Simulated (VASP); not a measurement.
Input of a VASP 6.6.1 run:

POSCAR

```
Rh
1.0
    2.7309790422      0.0000000000      0.0000000000
   -1.3654895211      2.3650972278      0.0000000000
    0.0000000000      0.0000000000      4.4284890000
Rh
2
Direct
    0.3333333333      0.6666666667      0.2500000000
    0.6666666667      0.3333333333      0.7500000000
```

The input INCAR.step1:

```
SYSTEM = Rh
PREC = Accurate
ENCUT = 400
EDIFF = 1E-5
ISMEAR = -1
SIGMA = 0.05
LREAL = .FALSE.
LASPH = .TRUE.
NELM = 120
ALGO = Normal
ISIF = 2
LWAVE = .TRUE.
LCHARG = .FALSE.
GGA = PE
NBANDS = 22
GGA_COMPAT = .FALSE.
```

The input INCAR.step2:

```
SYSTEM = Rh
PREC = Accurate
ENCUT = 400
EDIFF = 1E-6
ISMEAR = -1
SIGMA = 0.05
LREAL = .FALSE.
LASPH = .TRUE.
NELM = 120
ALGO = Normal
ISIF = 2
LWAVE = .FALSE.
LCHARG = .FALSE.
GGA = PE
LHFCALC = .TRUE.
AEXX = 0.25
HFSCREEN = 0.3
PRECFOCK = Normal
ISTART = 1
NBANDS = 22
GGA_COMPAT = .FALSE.
```

File KPOINTS:

```
Automatic mesh
0
G
  6 6 3
  0 0 0
```

Potentials or basis: VASP PAW PBE potentials, release 64 (Rh_pv).

Command:

```bash
$ cat potpaw_PBE.64/Rh_pv/POTCAR > POTCAR
$ cp INCAR.step1 INCAR
$ mpirun -np 1 vasp_std > vasp.out
$ cp INCAR.step2 INCAR
$ mpirun -np 1 vasp_std > vasp.out
```

(1) Estimate the pressure.

(2) What does it give for the band gap on the k mesh?

## Answers

(1) -14.1 GPa.

(2) zero (bands 15 and 16 overlap by 2.57 eV).

Caveat: the k points lie up to 0.47 Å⁻¹ apart, too coarse for converged energies and pressures of a metal; the PAW data sets were made with another functional, which shifts forces and pressure a little.
